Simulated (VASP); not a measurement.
Here is a VASP 6.6.1 calculation.

File POSCAR:

```
Sr
1.0
   -3.7163089849      3.7188832270      2.0197053851
    3.7188832270     -3.7163089849      2.0197053851
    3.7138196194      3.7138196194     -2.0149906559
Sr
2
Direct
    0.0000822271      0.9999177729      1.0000000000
    0.7499177729      0.2500822271      0.5000000000
```

Contents of INCAR.step1:

```
SYSTEM = Sr
PREC     = Accurate       ! precision mode
ENCUT    = 520            ! plane-wave cutoff, eV
ISMEAR   = -1             ! smearing method
SIGMA    = 0.1            ! smearing width, eV
LREAL    = .FALSE.        ! projectors in reciprocal space
LASPH    = .TRUE.         ! aspherical terms in the spheres
NELM     = 100            ! most SCF steps
NBANDS   = 17             ! bands
GGA      = PE             ! functional
ALGO     = Normal         ! electronic algorithm
EDIFF    = 1E-4           ! SCF threshold, eV
LWAVE    = .TRUE.         ! write WAVECAR
LCHARG   = .FALSE.        ! write CHGCAR
KPAR     = 4
```

File INCAR.step2:

```
SYSTEM = Sr
PREC     = Accurate       ! precision mode
ENCUT    = 520            ! plane-wave cutoff, eV
EDIFF    = 1E-7           ! SCF threshold, eV
ISMEAR   = -1             ! smearing method
SIGMA    = 0.1            ! smearing width, eV
LREAL    = .FALSE.        ! projectors in reciprocal space
LASPH    = .TRUE.         ! aspherical terms in the spheres
NELM     = 100            ! most SCF steps
ALGO     = Normal         ! electronic algorithm
ISIF     = 2              ! what is computed and relaxed
LWAVE    = .FALSE.        ! write WAVECAR
LCHARG   = .TRUE.         ! write CHGCAR
METAGGA  = R2SCAN         ! meta-GGA
LMIXTAU  = .TRUE.       
LVHAR    = .TRUE.       
NBANDS   = 17             ! bands
ISTART   = 1            
KPAR     = 4
```

KPOINTS

```
Automatic mesh
0
G
  15 15 10
  0 0 0
```

Potentials or basis: VASP PAW PBE potentials, release 64 (Sr_sv).

Run with:

```console
$ cat potpaw_PBE.64/Sr_sv/POTCAR > POTCAR
$ cp INCAR.step1 INCAR
$ mpirun -np 4 vasp_std > vasp.out
$ cp INCAR.step2 INCAR
$ mpirun -np 4 vasp_std > vasp.out
```

**Question.** What does it give for the pressure?

**Answer.** 0.0 GPa.

**Question.** Estimate the band gap on the k mesh.

**Answer.** Zero (bands 10 and 11 overlap by 0.69 eV).

Caveat: the PAW data sets were made with another functional, which shifts forces and pressure a little.
